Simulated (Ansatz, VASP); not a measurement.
Two plane-wave programs on CsB5

```
CELL_PARAMETERS angstrom
4.15346 0.00000 0.00000
-2.07673 3.59701 0.00000
0.00000 0.00000 6.53568
ATOMIC_POSITIONS crystal
Cs 0.00000 0.00000 0.00000
B 0.33333 0.66667 0.15653
B 0.66667 0.33333 0.15653
B 0.66667 0.33333 0.84347
B 0.33333 0.66667 0.84347
B 0.00000 0.00000 0.50000
```

Alike in both runs: task single point; functional PBE; k mesh 6 × 6 × 4; occupations gaussian, width 0.1 eV; no spin polarisation.

|  | VASP | Ansatz |
| --- | --- | --- |
| version | VASP 6.6.1 | Ansatz 0.2.0 |
| potentials or method | VASP PAW PBE potentials, release 64 (Cs_sv, B), cutoff 520 eV | scalar-relativistic, plane waves, PAW |
| valence electrons in the cell | 24 | 24 |

|  | VASP | Ansatz | Ansatz less VASP |
| --- | --- | --- | --- |
| gap on the k mesh at the Fermi level (eV) | none | none | - |
| pressure (GPa) | 1.7 | 0.6 | -1.08 |
| traceless stress, the component that is largest in VASP (GPa) | -11.76 | -11.22 | +0.541 |
| rms of the force components (eV/Å) | 0.163 | 0.190 | +0.0275 |

Atom by atom the forces differ by 0.028 eV/Å (rms over components). A gap of «none» marks a metal or a gap that the smearing closes.

Spin-orbit coupling is off throughout.
